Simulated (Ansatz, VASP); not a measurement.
# Two plane-wave programs on C

INCAR

```
SYSTEM = C
PREC = Accurate
ENCUT = 520
EDIFF = 1E-7
ISMEAR = 0
SIGMA = 0.15
LREAL = .False.
LASPH = .True.
NELM = 80
ALGO = Normal
ISIF = 2
LWAVE = .False.
LCHARG = .False.
GGA = CA
NBANDS = 26
```

KPOINTS

```
regular mesh
0
Gamma
  22 22 4
  0 0 0
```

Contents of POSCAR:

```
C
1.0
   -1.2227748566      2.1167364796      0.0000000000
   -1.2227748566     -2.1167364796      0.0000000000
    0.0000000000      0.0000000000     16.4706447952
C
8
Direct
    0.9166982410      0.0833017590      0.1022322210
    0.9166982410      0.0833017590      0.5111611052
    0.4166982410      0.5833017590      0.7156255473
    0.4166982410      0.5833017590      0.3066966631
    0.0833017590      0.9166982410      0.7156255473
    0.0833017590      0.9166982410      0.3066966631
    0.5833017590      0.4166982410      0.1022322210
    0.5833017590      0.4166982410      0.5111611052
```

Input for Ansatz:

```yaml
crystal:
  lattice:
    - [-1.2227748566, 2.1167364796, 0.0]
    - [-1.2227748566, -2.1167364796, 0.0]
    - [0.0, 0.0, 16.4706447952]
  atoms:
    - { symbol: C, position: [0.916698241, 0.083301759, 0.102232221] }
    - { symbol: C, position: [0.916698241, 0.083301759, 0.5111611052] }
    - { symbol: C, position: [0.416698241, 0.583301759, 0.7156255473] }
    - { symbol: C, position: [0.416698241, 0.583301759, 0.3066966631] }
    - { symbol: C, position: [0.083301759, 0.916698241, 0.7156255473] }
    - { symbol: C, position: [0.083301759, 0.916698241, 0.3066966631] }
    - { symbol: C, position: [0.583301759, 0.416698241, 0.102232221] }
    - { symbol: C, position: [0.583301759, 0.416698241, 0.5111611052] }
basis:
  ecutwfc: 420
kpoints:
  mp_grid: { grid: [22, 22, 4] }
hamiltonian:
  xc: lda
scf:
  occupations: { method: gaussian, width: 0.15 }
output:
  forces: true
  stress: true
  eigenvalues: true
```

Alike in both runs: task single point; functional LDA; k mesh 22 × 22 × 4; occupations gaussian, width 0.15 eV; no spin polarisation.

```csv
,VASP,Ansatz
version,VASP 6.6.1,Ansatz 0.2.0
potentials or method,"VASP PAW LDA potentials, release 64 (C), cutoff 520 eV","scalar-relativistic, plane waves, PAW"
valence electrons in the cell,32,32
```

```csv
,VASP,Ansatz,Ansatz less VASP
gap on the k mesh at the Fermi level (eV),none,none,-
pressure (GPa),0.6,0.0,-0.66
"traceless stress, the component that is largest in VASP (GPa)",-0.75,0.00,+0.755
rms of the force components (eV/Å),0.004,0.004,0.0000
```

LDA's correlation is that of Perdew and Zunger in VASP and of Perdew and Wang (1992) in Ansatz. Atom by atom the forces differ by 0.000 eV/Å (rms over components). A gap of «none» marks a metal or a gap that the smearing closes.
